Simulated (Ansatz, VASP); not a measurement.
# AgCl: VASP beside Ansatz

```xyz
2
Lattice="3.3956 0.0000 0.0000 0.0000 3.3956 0.0000 0.0000 0.0000 3.3956" Properties=species:S:1:pos:R:3 pbc="T T T"
Ag    0.0000    0.0000    0.0000
Cl    1.6978    1.6978    1.6978
```

Alike in both runs: task single point; functional PBE; k mesh 6 × 6 × 6; occupations fermi-dirac, width 0.05 eV; no spin polarisation.

|  | VASP | Ansatz |
| --- | --- | --- |
| version | VASP 6.6.1 | Ansatz 0.2.0 |
| potentials or method | VASP PAW PBE potentials, release 64 (Ag, Cl) | plane waves |
| plane-wave cutoff (eV) | 500 | 420 |
| valence electrons in the cell | 18 | 26 |

|  | VASP | Ansatz | Ansatz less VASP |
| --- | --- | --- | --- |
| pressure (GPa) | 1.5 | 1.6 | +0.14 |

VASP's potentials hold 18 valence electrons a cell and Ansatz's 26, so a difference there can come from the potentials and not from the codes.
